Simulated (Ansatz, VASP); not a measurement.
**Si4Mo3 in VASP and in Ansatz**

The input INCAR:

```
  PREC = Accurate
  ENCUT = 500
  EDIFF = 1E-6
  ISMEAR = 0
  SIGMA = 0.1
  LREAL = False
  LASPH = True
  NELM = 120
  ALGO = Normal
  ISIF = 2
  LWAVE = False
  LCHARG = False
  GGA = PE
  NBANDS = 71
  GGA_COMPAT = False
```

Contents of KPOINTS:

```
Automatic mesh
0
Gamma
  4 4 4
```

POSCAR

```
Si4Mo3
1.0
   -3.7265000753      3.7265000753      3.7265000753
    3.7265000753     -3.7265000753      3.7265000753
    3.7265000753      3.7265000753     -3.7265000753
Si Mo
8 6
Direct
    0.5000000000      0.0000000000      0.3343147187
    0.0000000000      0.3343147187      0.5000000000
    0.5000000000      0.0000000000      0.8343147187
    0.3343147187      0.5000000000      0.0000000000
    0.8343147187      0.5000000000      0.0000000000
    0.0000000000      0.8343147187      0.5000000000
    0.6656852813      0.6656852813      0.6656852813
    0.1656852813      0.1656852813      0.1656852813
    0.3750000000      0.2500000000      0.6250000000
    0.6250000000      0.3750000000      0.2500000000
    0.7500000000      0.8750000000      0.1250000000
    0.1250000000      0.7500000000      0.8750000000
    0.2500000000      0.6250000000      0.3750000000
    0.8750000000      0.1250000000      0.7500000000
```

Input for Ansatz:

```yaml
crystal:
  lattice:
    - [-3.7265000753, 3.7265000753, 3.7265000753]
    - [3.7265000753, -3.7265000753, 3.7265000753]
    - [3.7265000753, 3.7265000753, -3.7265000753]
  atoms:
    - { symbol: Si, position: [0.5, 0.0, 0.3343147187] }
    - { symbol: Si, position: [0.0, 0.3343147187, 0.5] }
    - { symbol: Si, position: [0.5, 0.0, 0.8343147187] }
    - { symbol: Si, position: [0.3343147187, 0.5, 0.0] }
    - { symbol: Si, position: [0.8343147187, 0.5, 0.0] }
    - { symbol: Si, position: [0.0, 0.8343147187, 0.5] }
    - { symbol: Si, position: [0.6656852813, 0.6656852813, 0.6656852813] }
    - { symbol: Si, position: [0.1656852813, 0.1656852813, 0.1656852813] }
    - { symbol: Mo, position: [0.375, 0.25, 0.625] }
    - { symbol: Mo, position: [0.625, 0.375, 0.25] }
    - { symbol: Mo, position: [0.75, 0.875, 0.125] }
    - { symbol: Mo, position: [0.125, 0.75, 0.875] }
    - { symbol: Mo, position: [0.25, 0.625, 0.375] }
    - { symbol: Mo, position: [0.875, 0.125, 0.75] }
basis:
  ecutwfc: 420
kpoints:
  mp_grid: { grid: [4, 4, 4] }
hamiltonian:
  xc: pbe
scf:
  occupations: { method: gaussian, width: 0.1 }
  lower_state_search: "off"
output:
  forces: true
  stress: true
  eigenvalues: true
```

Alike in both runs: task single point; functional PBE; k mesh 4 × 4 × 4; occupations gaussian, width 0.1 eV; no spin polarisation.

```csv
,VASP,Ansatz
version,VASP 6.6.1,Ansatz 0.2.0
potentials or method,"VASP PAW PBE potentials, release 64 (Si, Mo_sv), cutoff 500 eV","scalar-relativistic, plane waves, PAW"
valence electrons in the cell,116,116
```

|  | VASP | Ansatz | Ansatz less VASP |
| --- | --- | --- | --- |
| gap on the k mesh at the Fermi level (eV) | none | none | - |
| pressure (GPa) | -0.6 | -0.7 | -0.18 |
| rms of the force components (eV/Å) | 0.003 | 0.004 | +0.0007 |

Atom by atom the forces differ by 0.001 eV/Å (rms over components). A gap of «none» marks a metal or a gap that the smearing closes.
